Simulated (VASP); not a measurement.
HgTe (Coloradoite):

```
CELL_PARAMETERS angstrom
0.00000 3.21450 3.21450
3.21450 0.00000 3.21450
3.21450 3.21450 0.00000
ATOMIC_POSITIONS crystal
Hg 0.00000 0.00000 0.00000
Te 0.75000 0.75000 0.75000
```

```yaml
Program: VASP 6.6.1
Task: relaxation of cell and atoms
Functional: revPBE
Dispersion: D3(BJ)
Potentials_or_basis: VASP PAW PBE potentials, release 64 (Hg, Te)
Cutoff: 600 eV
k_mesh: 7 × 7 × 7
Occupations: fermi-dirac, width 0.05 eV
Spin: no spin polarisation
```

At the start: pressure 1.9 GPa; volume 33.22 Å³/atom.

Task: How do energy, volume and symmetry change on relaxing?

Result: Over 3 steps the energy falls by 8.3 meV/atom and the volume is 34.65 Å³/atom (+4.3 %); space group F-43m (No. 216, to 0.05 Å).

Step by step:
```csv
step,energy change (eV),largest force (eV/Å),pressure (GPa),volume (Å³)
1,0.0000,0.0000,1.93,66.43
2,-0.0147,0.0000,-0.58,70.34
3,-0.0166,0.0000,0.00,69.31
```

Final structure:
```
Hg Te
1.0
     0.00000    3.26025    3.26025
     3.26025    0.00000    3.26025
     3.26025    3.26025    0.00000
Hg Te
1 1
Direct
  0.00000 0.00000 0.00000
  0.75000 0.75000 0.75000
```

Caveat: the PAW data sets were made with another functional, which shifts forces and pressure a little; pairwise dispersion overbinds metals, which lowers pressure and volume.
